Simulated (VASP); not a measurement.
# Be27H in VASP: notebook

Be27H is run at these levels: PBE; tasks: single point.

Everything below comes from runs of VASP 6.6.1. Logs are shortened: lines on timing, memory, paths and dates and some standing lists are left out, and cuts for length are marked.

## 1. The cell of the first run

The cell holds a slab with vacuum, 28 atoms: a = 6.870 Å, b = 6.870 Å, c = 14.588 Å, α = 90.00°, β = 90.00°, γ = 60.00°.

## 2. Single point, PBE

Input file INCAR:

```
  PREC = Accurate
  ENCUT = 520
  EDIFF = 1E-7
  ISMEAR = -1
  SIGMA = 0.1
  LREAL = Auto
  LASPH = True
  NELM = 60
  ALGO = Normal
  ISIF = 2
  LWAVE = False
  LCHARG = False
  GGA = PE
  NBANDS = 48
```

Input file KPOINTS:

```
Automatic mesh
0
Gamma
  3 3 1
```

Input file POSCAR:

```
Be27H
1.0
    6.8700000000      0.0000000000      0.0000000000
    3.4350000000      5.9495950000      0.0000000000
    0.0000000000      0.0000000000     14.5884300000
Be H
27 1
Direct
    0.0000000000      0.0000000000      0.0685474722
    0.3333333333      0.0000000000      0.0685474722
    0.6666666667      0.0000000000      0.0685474722
    0.0000000280      0.3333332773      0.0685474722
    0.3333333613      0.3333332773      0.0685474722
    0.6666666947      0.3333332773      0.0685474722
   -0.0000000280      0.6666667227      0.0685474722
    0.3333333053      0.6666667227      0.0685474722
    0.6666666387      0.6666667227      0.0685474722
   -0.1067790731      0.2200536339      0.1982206447
    0.2211574831      0.2247653832      0.1979720230
    0.5568380882      0.2206688018      0.1951800159
   -0.1102132246      0.5551900592      0.1951493752
    0.2237766786      0.5547584331      0.1924520322
    0.5568301609      0.5557722837      0.1951810442
   -0.1102232030      0.8883619809      0.1951490325
    0.2211571434      0.8873407350      0.1979640030
    0.5598448246      0.8867260713      0.1975461376
    0.0075376541     -0.0007533286      0.3282588325
    0.3425054225     -0.0046093894      0.3208341816
    0.6732404489      0.0002425375      0.3223791045
    0.0074797337      0.3265980289      0.3282377884
    0.3390500151      0.3372426190      0.3205075529
    0.6696973887      0.3317961979      0.3248107576
    0.0071592085      0.6630673180      0.3245121648
    0.3390569838      0.6569890892      0.3205105690
    0.6732443550      0.6598003730      0.3223842456
    0.1715986773      1.0806244795      0.3948670967
```

Potentials or basis: VASP PAW PBE potentials, release 64 (Be, H).

Launch:

```console
> cat potpaw_PBE.64/Be/POTCAR potpaw_PBE.64/H/POTCAR > POTCAR
> mpirun -np 1 vasp_std > vasp.out
```

OUTCAR:

```text
PREC = Accurate
   ENCUT = 520
   EDIFF = 1E-7
   ISMEAR = -1
   LREAL = Auto
   LASPH = True
   NELM = 60
   ISIF = 2
   GGA = PE

 ion  position               nearest neighbor table
   1  0.000  0.000  0.069-  16 2.27   6 2.29   7 2.29   8 2.29   4 2.29   3 2.29   2 2.29  10 2.30
                            17 2.30
   2  0.333  0.000  0.069-   4 2.29   8 2.29   5 2.29   9 2.29   1 2.29   3 2.29  11 2.31  17 2.31
                            18 2.31
   3  0.667  0.000  0.069-  12 2.27  16 2.27   6 2.29   7 2.29   9 2.29   5 2.29   1 2.29   2 2.29
                            18 2.29
   4  0.000  0.333  0.069-  13 2.27   2 2.29   1 2.29   5 2.29   6 2.29   9 2.29   7 2.29  10 2.30
                            11 2.30
   5  0.333  0.333  0.069-  14 2.24  12 2.28   2 2.29   3 2.29   4 2.29   6 2.29   7 2.29   8 2.29
                            11 2.30
   6  0.667  0.333  0.069-  15 2.27  12 2.27   3 2.29   1 2.29   4 2.29   5 2.29   8 2.29   9 2.29
                            10 2.32
   7  1.000  0.667  0.069-  14 2.24  13 2.27  16 2.27   3 2.29   1 2.29   9 2.29   8 2.29   5 2.29
                             4 2.29
   8  0.333  0.667  0.069-  14 2.24  15 2.28   2 2.29   1 2.29   7 2.29   9 2.29   6 2.29   5 2.29
                            17 2.30
   9  0.667  0.667  0.069-  15 2.27  13 2.27   3 2.29   2 2.29   7 2.29   8 2.29   4 2.29   6 2.29
[... 22 lines left out ...]
                            23 2.34  26 2.34
  21  0.673  0.000  0.322-  16 2.26  24 2.27  18 2.27  12 2.27  20 2.29  19 2.29  25 2.31  23 2.31
                            27 2.34
  22  0.007  0.327  0.328-  19 2.25  11 2.29  20 2.29  27 2.29  24 2.30  10 2.31  25 2.31  23 2.32
                            13 2.37
  23  0.339  0.337  0.321-  26 2.20  12 2.24  11 2.25  24 2.25  25 2.26  14 2.27  21 2.31  22 2.32
                            20 2.34
  24  0.670  0.332  0.325-  26 2.25  23 2.25  27 2.27  21 2.27  10 2.28  22 2.30  19 2.30  15 2.31
                            12 2.31
  25  0.007  0.663  0.325-  23 2.26  26 2.26  21 2.31  27 2.31  22 2.31  19 2.31  13 2.31  16 2.32
                            14 2.32
  26  0.339  0.657  0.321-  23 2.20  15 2.24  17 2.25  24 2.25  25 2.26  14 2.27  27 2.31  19 2.32
                            20 2.34
  27  0.673  0.660  0.322-  13 2.26  24 2.27  18 2.27  15 2.27  20 2.29  22 2.29  25 2.31  26 2.31
                            21 2.34
  28  0.172  0.081  0.395-  20 1.48

  LATTYP: Found a hexagonal cell.
 ALAT       =     6.8700004122
 C/A-ratio  =     2.1234976892

  Lattice vectors:

 A1 = (  -3.4350000000,  -5.9495950000,   0.0000000000)
 A2 = (   6.8700000000,   0.0000000000,   0.0000000000)
 A3 = (   0.0000000000,   0.0000000000,  14.5884300000)

Analysis of symmetry for initial positions (statically):
=====================================================================
 Subroutine PRICEL returns:
[... 165 lines left out ...]
   PSTRESS=    0.0 pullay stress
   NELECT =      55.0000    total number of electrons
   NUPDOWN=      -1.0000    fix difference up-down
   EMIN   =  10.00;   EMAX   =-10.00  energy-range for DOS
   EFERMI =   0.00;   METHOD = LEGACY
   ISMEAR =    -1;   SIGMA  =   0.10  broadening in eV -4-tet -1-fermi 0-gaus
   EFERMI_NEDOS =   21; number of points for ismear=-14 and -15
   IALGO  =     38    algorithm
   IMIX   =      4    mixing-type and parameters
     AMIX     =   0.40;   BMIX     =  1.00
     AMIX_MAG =   1.60;   BMIX_MAG =  1.00
  volume/ion in A,a.u.               =      21.30       143.71
  Fermi-wavevector in a.u.,A,eV,Ry     =   0.739682  1.397796  7.444141  0.547129
  Thomas-Fermi vector in A             =   1.833903
   LORBIT       =      0    0 simple, 1 ext, 2 COOP (PROOUT), +10 PAW based schemes
   GGA     = PE    functional components
   LHFCALC =     F    Hartree Fock is set to
   AEXX    =    0.0000 exact exchange contribution
   IVDW    =     0    specifies the selected vdW correction
   LEPSILON=     F    determine dielectric tensor
   LRPA    =     F    only Hartree local field effects (RPA)
 non-spin polarized calculation
  energy-cutoff  :      520.00
  volume of cell :      596.28
 maximum number of plane-waves:     16070
 NGX is ok and might be reduce to    54
   NGX = 25   NGY = 25   NGZ = 55

 number of electron      55.0000000 magnetization

 Free energy of the ion-electron system (eV)
  ---------------------------------------------------
  ext. energy  EPLUGINS =         0.00000000
  ---------------------------------------------------
  free energy    TOTEN  =       -96.08283675 eV

  energy without entropy =      -95.76017260  energy(sigma->0) =      -95.92150468

 E-fermi :  -0.9094     XC(G=0):  -5.3078

 val. band max:       -0.9107344477   @ k =  -0.3333   0.3333   0.0000
 cond. band min:      -0.8347198129   @ k =   0.0000   0.3333   0.0000
 fundamental gap:      0.0760146349
 Fermi energy:        -0.9094371383

 k-point     1 :       0.0000    0.0000    0.0000
  band No.  band energies     occupation
      1     -10.4553      2.00000
      2      -8.5795      2.00000
      3      -7.6070      2.00000
      4      -7.2757      2.00000
      5      -7.2485      2.00000
      6      -7.2417      2.00000
[... 199 lines left out ...]
     38       3.5285      0.00000
     39       3.5361      0.00000
 [bands above 39 left out]

------------------------ aborting loop because EDIFF is reached ----------------------------------------

  FORCE on cell =-STRESS in cart. coord.  units (eV):
  Direction    XX          YY          ZZ          XY          YZ          ZX
  --------------------------------------------------------------------------------------
  -------------------------------------------------------------------------------------
  Total      -21.9693454    -22.2796419     -0.5293274     -0.2752814      0.9913456     -1.7098481
  in kB      -59.0303018    -59.8640496     -1.4222708     -0.7396644      2.6636857     -4.5942583
  external PRESSURE =     -40.1055407 kB  Pullay stress =       0.0000000 kB

 VOLUME and BASIS-vectors are now :
 -----------------------------------------------------------------------------
  energy-cutoff  :      520.00
  volume of cell :      596.28
      direct lattice vectors                 reciprocal lattice vectors
     6.870000000  0.000000000  0.000000000     0.145560408 -0.084039334  0.000000000
     3.435000000  5.949595000  0.000000000     0.000000000  0.168078668  0.000000000
     0.000000000  0.000000000 14.588430000     0.000000000  0.000000000  0.068547472

 POSITION                                       TOTAL-FORCE (eV/Angst)
 -----------------------------------------------------------------------------------
      0.00000      0.00000      1.00000         0.050042      0.015425      0.072516
      2.29000      0.00000      1.00000         0.011382     -0.006807      0.049168
      4.58000      0.00000      1.00000        -0.030705     -0.023138     -0.089622
      1.14500      1.98320      1.00000         0.011692     -0.051234      0.072438
      3.43500      1.98320      1.00000        -0.032002     -0.107041      0.018916
      5.72500      1.98320      1.00000         0.082279     -0.047940      0.034871
[... 20 lines left out ...]
      6.89160      3.92555      4.70308         0.011254      0.020486      0.067174
      1.45583      0.47968      5.76049        -0.635662      0.366962     -0.386095
 -----------------------------------------------------------------------------------
    total drift:                               -0.000268     -0.000105      0.002240

  FREE ENERGIE OF THE ION-ELECTRON SYSTEM (eV)
  ---------------------------------------------------
  free  energy   TOTEN  =       -96.0828367546 eV

  energy  without entropy=      -95.7601726006  energy(sigma->0) =      -95.92150468
```

It took 6.1 min on 1 thread of Intel Xeon 6975P-C (Granite Rapids), shared host; peak memory 0.63 GiB.

Results:

| Property | Result |
| --- | --- |
| Free energy | -96.0828 eV |
| Largest force | 0.829 eV/Å |

Forces in eV/Å, atoms in the order of the input:
```
Be   0.050  0.015  0.073
Be   0.011 -0.007  0.049
Be  -0.031 -0.023 -0.090
Be   0.012 -0.051  0.072
Be  -0.032 -0.107  0.019
Be   0.082 -0.048  0.035
Be  -0.016  0.009 -0.074
Be   0.076  0.081  0.019
Be   0.004  0.038 -0.089
Be   0.045 -0.026  0.020
Be   0.030 -0.045 -0.130
Be   0.001 -0.024  0.009
Be   0.007 -0.045  0.097
Be   0.023 -0.013  0.114
Be   0.022  0.012  0.009
Be   0.043  0.016  0.098
Be   0.055 -0.003 -0.130
Be   0.027 -0.015 -0.067
Be   0.078 -0.017  0.054
Be  -0.025  0.015  0.127
Be  -0.012 -0.020  0.068
Be   0.054 -0.060  0.054
Be  -0.017 -0.097  0.035
Be   0.021 -0.012 -0.043
Be   0.037 -0.021 -0.046
Be   0.076  0.063  0.035
Be   0.011  0.020  0.067
H   -0.636  0.367 -0.386
```

Levels at points of the mesh, in eV from the Fermi level:
```
           k point  band 23  band 24  band 25  band 26  band 27  band 28  band 29  band 30  band 31  band 32
(0.00, 0.00, 0.00)    -0.61    -0.52    -0.19    -0.07     0.63     0.80     0.81     0.92     0.92     1.77
```

(Part 1 of 2 ends here.)
